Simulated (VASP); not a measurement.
A run of VASP 6.6.1:

Contents of INCAR:

```
PREC = Accurate
ENCUT = 520
EDIFF = 1E-7
ISMEAR = 0
SIGMA = 0.15
LREAL = False
LASPH = True
NELM = 60
ALGO = Normal
ISIF = 2
LWAVE = False
LCHARG = False
GGA = PE
NBANDS = 29
```

Contents of KPOINTS:

```
Automatic mesh
0
Gamma
  5 5 1
```

The input POSCAR:

```
CaMg12
1.0
    6.4200000000      0.0000000000      0.0000000000
    3.2100000000      5.5598830000      0.0000000000
    0.0000000000      0.0000000000     18.2130400000
Mg Ca
12 1
Direct
    0.0000000000      0.0000000000      0.0549057159
    0.5000000000      0.0000000000      0.0549057159
   -0.0000000450      0.5000000899      0.0549057159
    0.4999999550      0.5000000899      0.0549057159
   -0.1639986305      0.3355583202      0.1971929453
    0.3333034382      0.3306467061      0.2023035693
   -0.1694700611      0.8335454181      0.2025368637
    0.3342079478      0.8344968770      0.1981582427
   -0.0007880773      0.0130655627      0.3369274432
    0.5019210144      0.0023847624      0.3623267176
    0.0056450634      0.5059351069      0.3529897260
    0.5135196221      0.4988856780      0.3360881544
    0.2345350774      0.7264332721      0.4865467270
```

Potentials or basis: VASP PAW PBE potentials, release 64 (Mg, Ca_sv).

The run is started by

```sh
$ cat potpaw_PBE.64/Mg/POTCAR potpaw_PBE.64/Ca_sv/POTCAR > POTCAR
$ mpirun -np 1 vasp_std > vasp.out
```

Hardware: 1 thread of Intel(R) Xeon(R) 6975P-C (Granite Rapids), with other jobs on the host.

Q: How long does it take, and how much memory?

A: Wall time 5.3 min on 1 thread of Intel(R) Xeon(R) 6975P-C (Granite Rapids), on a shared host, peak memory 0.74 GiB. Counts: scf iterations 20, k points 13.
